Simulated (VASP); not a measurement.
Here is a VASP 6.6.1 calculation.

File INCAR:

```
ALGO = Normal
EDIFF = 1E-6
ENCUT = 500
GGA = PE
GGA_COMPAT = F
ISIF = 2
ISMEAR = 0
LASPH = T
LCHARG = F
LREAL = F
LWAVE = F
NBANDS = 11
NELM = 120
PREC = Accurate
SIGMA = 0.2
```

The input KPOINTS:

```
k-points
0
Gamma
  6 6 6
```

The input POSCAR:

```
BAs
1.0
    2.9506327490      0.0000000000      0.0000000000
    0.0000000000      2.9506327490      0.0000000000
    0.0000000000      0.0000000000      2.9506327490
B As
1 1
Direct
    0.5000000000      0.5000000000      0.5000000000
    0.0000000000      0.0000000000      0.0000000000
```

Potentials or basis: VASP PAW PBE potentials, release 64 (B, As).

Launch:

```sh
$ cat potpaw_PBE.64/B/POTCAR potpaw_PBE.64/As/POTCAR > POTCAR
$ mpirun -np 1 vasp_std > vasp.out
```

(1) Estimate the band gap on the k mesh.

(2) Estimate the pressure.

Results:

(1) zero (bands 4 and 5 overlap by 5.41 eV).

(2) -0.3 GPa.
